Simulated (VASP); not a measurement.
Crystal: BeCdO2.

```
CELL_PARAMETERS angstrom
3.45807 0.00000 0.00000
0.00000 3.45807 0.00000
0.00000 0.00000 7.43228
ATOMIC_POSITIONS crystal
Be 0.00000 0.50000 0.76220
Be 0.50000 0.00000 0.23780
Cd 0.00000 0.00000 0.00000
Cd 0.50000 0.50000 0.00000
O 0.50000 0.00000 0.81800
O 0.00000 0.50000 0.18200
O 0.00000 0.00000 0.50000
O 0.50000 0.50000 0.50000
```

```yaml
Program: VASP 6.6.1
Task: relaxation of cell and atoms
Functional: PBE
Potentials_or_basis: VASP PAW PBE potentials, release 64 (Be, Cd, O)
Cutoff: 600 eV
k_mesh: 6 × 6 × 4
Occupations: gaussian, width 0.1 eV
Spin: no spin polarisation
```

At the start: pressure 30.7 GPa; volume 11.11 Å³/atom.

Question: How do energy, volume and symmetry change on relaxing?

Answer: Over 25 steps the energy falls by 2332.9 meV/atom and the volume is 11.18 Å³/atom (+0.6 %); space group P4/nmm (No. 129, to 0.1 Å) before and after.

The path:
| step | energy change (eV) | largest force (eV/Å) | pressure (GPa) | volume (Å³) |
| --- | --- | --- | --- | --- |
| 1 | 0.0000 | 5.3752 | 30.75 | 88.88 |
| 2 | -2.9800 | 3.2354 | -13.19 | 119.06 |
| 3 | -3.1288 | 3.5039 | -8.37 | 111.54 |
| 4 | -5.1760 | 4.1606 | -8.87 | 107.42 |
| 5 | -12.2004 | 4.7901 | -4.03 | 94.76 |
| 6 | -9.2107 | 24.2395 | 97.65 | 68.03 |
| 7 | -9.4802 | 5.4688 | -0.02 | 90.85 |
| 8 | -14.6731 | 4.3360 | 12.64 | 79.61 |
| 9 | -16.3038 | 3.1866 | 27.85 | 73.86 |
| 10 | -16.2674 | 0.9522 | 42.83 | 70.96 |
| 11 | -16.4019 | 1.7848 | 37.07 | 71.90 |
| 12 | -16.9294 | 3.4663 | 34.28 | 74.40 |
| 13 | -16.9431 | 2.8839 | 34.29 | 74.09 |
| 14 | -17.8302 | 2.0427 | 18.94 | 78.82 |
| 15 | -18.4492 | 0.9601 | 0.77 | 86.94 |
| 16 | -18.4688 | 0.7872 | -2.02 | 88.56 |
| 17 | -18.4693 | 0.7560 | -2.46 | 88.87 |
| 18 | -18.5167 | 0.6468 | -2.01 | 88.72 |
| 19 | -18.6081 | 0.6809 | -0.34 | 88.25 |
| 20 | -18.5388 | 1.2957 | 4.28 | 87.26 |
| 21 | -18.6244 | 0.6717 | 0.86 | 87.97 |
| 22 | -18.6511 | 0.2957 | 1.09 | 88.25 |
| 23 | -18.6591 | 0.0604 | 1.33 | 88.49 |
| 24 | -18.6630 | 0.0131 | 0.11 | 89.26 |
| 25 | -18.6631 | 0.0044 | -0.16 | 89.43 |

Final structure:
```xyz
8
Lattice="4.1383 0.0000 0.0000 0.0000 4.1383 0.0000 0.0000 0.0000 5.2220" Properties=species:S:1:pos:R:3 pbc="T T T"
Be    0.0000    2.0691    2.3077
Be    2.0691    0.0000    2.9144
Cd    0.0000    0.0000    0.0000
Cd    2.0691    2.0691    0.0000
O     2.0691    0.0000    4.4814
O     0.0000    2.0691    0.7406
O     0.0000    0.0000    2.6110
O     2.0691    2.0691    2.6110
```

Caveat: a cell axis changed by over 15 % at a fixed basis, so the end point is rough.
